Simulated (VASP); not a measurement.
# LiBC3 (Pm-3m) in VASP: notebook, part 2 of 2

VASP 6.6.1. Earlier steps stand in the parts before.

## 3. Relaxation of cell and atoms, PBE

This run uses another cell than the first one, of 7.83 Å³/atom, 0.974 times its volume.

Contents of INCAR:

```
PREC = Accurate
ENCUT = 600
EDIFF = 1E-6
ISMEAR = 0
SIGMA = 0.1
LREAL = F
LASPH = T
NELM = 100
ALGO = Normal
ISIF = 3
LWAVE = F
LCHARG = F
GGA = PE
IBRION = 2
NSW = 100
EDIFFG = -0.01
```

Contents of KPOINTS:

```
regular mesh
0
Gamma
  12 12 12
```

Contents of POSCAR:

```
LiBC3
1.0
    3.3955695003      0.0000000000      0.0000000000
    0.0000000000      3.3955695003      0.0000000000
    0.0000000000      0.0000000000      3.3955695003
Li B C
1 1 3
Direct
    0.0000000000      0.0000000000      0.0000000000
    0.5000000000      0.5000000000      0.5000000000
    0.0000000000      0.5000000000      0.5000000000
    0.5000000000      0.0000000000      0.5000000000
    0.5000000000      0.5000000000      0.0000000000
```

Potentials or basis: VASP PAW PBE potentials, release 64 (Li_sv, B, C).

Launch:

```sh
cat potpaw_PBE.64/Li_sv/POTCAR potpaw_PBE.64/B/POTCAR potpaw_PBE.64/C/POTCAR > POTCAR
mpirun -np 1 vasp_std > vasp.out
```

OUTCAR:

```text
PREC = Accurate
   ENCUT = 600
   EDIFF = 1E-6
   ISMEAR = 0
   LREAL = F
   LASPH = T
   NELM = 100
   ISIF = 3
   GGA = PE
   IBRION = 2
   NSW = 100
   EDIFFG = -0.01

 ion  position               nearest neighbor table
   1  0.000  0.000  0.000-
   2  0.500  0.500  0.500-   3 1.70   4 1.70   5 1.70   5 1.70   4 1.70   3 1.70
   3  0.000  0.500  0.500-   2 1.70   2 1.70
   4  0.500  0.000  0.500-   2 1.70   2 1.70
   5  0.500  0.500  0.000-   2 1.70   2 1.70

  LATTYP: Found a simple cubic cell.
 ALAT       =     3.3955695003

  Lattice vectors:

 A1 = (   3.3955695003,   0.0000000000,   0.0000000000)
 A2 = (   0.0000000000,   3.3955695003,   0.0000000000)
 A3 = (   0.0000000000,   0.0000000000,   3.3955695003)

Analysis of symmetry for initial positions (statically):
=====================================================================
 Subroutine PRICEL returns:
 Original cell was already a primitive cell.

 Routine SETGRP: Setting up the symmetry group for a
 simple cubic supercell.

 Subroutine GETGRP returns: Found 48 space group operations
 (whereof 48 operations were pure point group operations)
 out of a pool of 48 trial point group operations.

The static configuration has the point symmetry O_h .

Analysis of symmetry for dynamics (positions and initial velocities):
=====================================================================
 Subroutine PRICEL returns:
 Original cell was already a primitive cell.

 Routine SETGRP: Setting up the symmetry group for a
 simple cubic supercell.

 Subroutine GETGRP returns: Found 48 space group operations
 (whereof 48 operations were pure point group operations)
 out of a pool of 48 trial point group operations.

The dynamic configuration has the point symmetry O_h .

 Subroutine INISYM returns: Found 48 space group operations
 (whereof 48 operations are pure point group operations),
 and found     1 'primitive' translations

[... 136 lines left out ...]
 maximum number of plane-waves:      1332
 NGX is ok and might be reduce to    28
   NGX = 13   NGY = 13   NGZ = 13

--------------------------------------- Ionic step        1  -------------------------------------------

 number of electron      17.9999992 magnetization

 Free energy of the ion-electron system (eV)
  ---------------------------------------------------
  ext. energy  EPLUGINS =         0.00000000
  ---------------------------------------------------
  free energy    TOTEN  =       -25.95733732 eV

  energy without entropy =      -25.94813190  energy(sigma->0) =      -25.95273461

------------------------ aborting loop because EDIFF is reached ----------------------------------------

  FORCE on cell =-STRESS in cart. coord.  units (eV):
  Direction    XX          YY          ZZ          XY          YZ          ZX
  --------------------------------------------------------------------------------------
  -------------------------------------------------------------------------------------
  Total        0.9831463      0.9831463      0.9831463     -0.0000000      0.0000000     -0.0000000
  in kB       40.2337814     40.2337814     40.2337814     -0.0000000      0.0000000     -0.0000000
  external PRESSURE =      40.2337814 kB  Pullay stress =       0.0000000 kB
[... 65 lines left out ...]
--------------------------------------- Ionic step        3  -------------------------------------------

 number of electron      17.9999998 magnetization

 Free energy of the ion-electron system (eV)
  ---------------------------------------------------
  ext. energy  EPLUGINS =         0.00000000
  ---------------------------------------------------
  free energy    TOTEN  =       -25.96965296 eV

  energy without entropy =      -25.96061257  energy(sigma->0) =      -25.96513277

 E-fermi :   5.6321     XC(G=0): -11.2473

 val. band max:        5.6315683924   @ k =   0.5000   0.0833   0.0000
 cond. band min:       5.6365195828   @ k =   0.5000   0.5000   0.0000
 fundamental gap:      0.0049511904
 Fermi energy:         5.6320783796

 k-point     1 :       0.0000    0.0000    0.0000
  band No.  band energies     occupation
      1     -40.0598      2.00000
      2     -10.9718      2.00000
      3      -1.8312      2.00000
      4      -1.8312      2.00000
      5      -1.8312      2.00000
      6      -1.4005      2.00000
      7      -1.4005      2.00000
      8       7.1645      0.00000
      9       7.1645      0.00000
     10       7.1645      0.00000
     11       7.3921      0.00000
     12       7.3921      0.00000
     13       7.3921      0.00000
[... 354 lines left out ...]
  band No.  band energies     occupation
      1     -40.0559      2.00000
      2      -8.8914      2.00000
      3      -6.2775      2.00000
      4      -5.2276      2.00000
      5      -0.3980      2.00000
      6       1.0454      2.00000
      7       1.4605      2.00000
      8       5.1221      2.00000
      9       5.5948      1.40150
     10       5.6852      0.45236
     11       6.0168      0.00000
     12       6.7631      0.00000
     13       9.3347      0.00000

 [... further k-points ...]
[... 5 lines left out ...]
  --------------------------------------------------------------------------------------
  -------------------------------------------------------------------------------------
  Total       -0.0014048     -0.0014048     -0.0014048      0.0000000      0.0000000     -0.0000000
  in kB       -0.0560587     -0.0560587     -0.0560587      0.0000000      0.0000000     -0.0000000
  external PRESSURE =      -0.0560587 kB  Pullay stress =       0.0000000 kB
[... 20 lines left out ...]
  FREE ENERGIE OF THE ION-ELECTRON SYSTEM (eV)
  ---------------------------------------------------
  free  energy   TOTEN  =       -25.9696529595 eV

  energy  without entropy=      -25.9606125711  energy(sigma->0) =      -25.96513277

 reached required accuracy - stopping structural energy minimisation
```

Wall time 1.8 min (1 thread of Oxide Virtual Turin-like, shared host); peak memory 0.15 GiB.

What came out:

| Item | Value |
| --- | --- |
| Free energy | -25.9697 eV |
| Relaxed volume | 8.03 Å³/atom |
| Relaxed cell | a = 3.424 Å, b = 3.424 Å, c = 3.424 Å, α = 90.00°, β = 90.00°, γ = 90.00° |
| Space group after relaxing (to 0.05 Å) | Pm-3m (No. 221) |
| Energy gained by relaxing | 2.5 meV/atom |
| Ionic steps | 3 |
| Pressure after relaxing | 0.0 GPa |
| Band gap on the k mesh | zero (band 9 reaches 8.22 eV, above the bottom of band 10 at 4.03 eV) |

The path:
| step | energy change (eV) | largest force (eV/Å) | pressure (GPa) | volume (Å³) |
| --- | --- | --- | --- | --- |
| 1 | 0.0000 | 0.0000 | 4.02 | 39.15 |
| 2 | -0.0121 | 0.0000 | -0.47 | 40.28 |
| 3 | -0.0123 | 0.0000 | -0.01 | 40.15 |

Final structure:
```
Li B C
1.0
     3.42421    0.00000    0.00000
     0.00000    3.42421    0.00000
     0.00000    0.00000    3.42421
Li B C
1 1 3
Direct
  0.00000 0.00000 0.00000
  0.50000 0.50000 0.50000
  0.00000 0.50000 0.50000
  0.50000 0.00000 0.50000
  0.50000 0.50000 0.00000
```

Caveat: the cutoff is under 1.25 times the usual one of these potentials, so pressure, stress and relaxed cells hold a basis-set (Pulay) error.
